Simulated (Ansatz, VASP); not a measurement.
**One calculation of S, two programs**

```
S
1.0
     6.99328    0.00000    0.00000
     0.15581    3.90372    0.00000
     1.81102    0.54345    4.21419
S
4
Direct
  0.35557 0.27500 0.30052
  0.80897 0.90193 0.67200
  0.16689 0.19253 0.27830
  0.28025 0.94000 0.59137
```

Alike in both runs: task relaxation of cell and atoms; functional PBE; k mesh 4 × 4 × 4; occupations gaussian, width 0.1 eV; no spin polarisation.

|  | VASP | Ansatz |
| --- | --- | --- |
| version | VASP 6.6.1 | Ansatz 0.2.0 |
| potentials or method | VASP PAW PBE potentials, release 64 (S), cutoff 500 eV | scalar-relativistic, plane waves, PAW |
| valence electrons in the cell | 24 | 24 |

Ansatz gave:

- gap on the k mesh at the Fermi level, each at its own relaxed structure (eV): 1.66
- relaxed volume (Å³/atom): 36.02
- relaxed length of the cell vector where the two differ most in proportion (Å): 5.303

Which values does VASP return?

gap on the k mesh at the Fermi level, each at its own relaxed structure (eV): 0.55; relaxed volume (Å³/atom): 33.46; relaxed length of the cell vector where the two differ most in proportion (Å): 3.559.

One of these differences is far larger than is usual between the two programs; its cause wasn't traced.

Noted on VASP's run: the volume moved by over 15 % at a fixed basis, so the end points are rough.
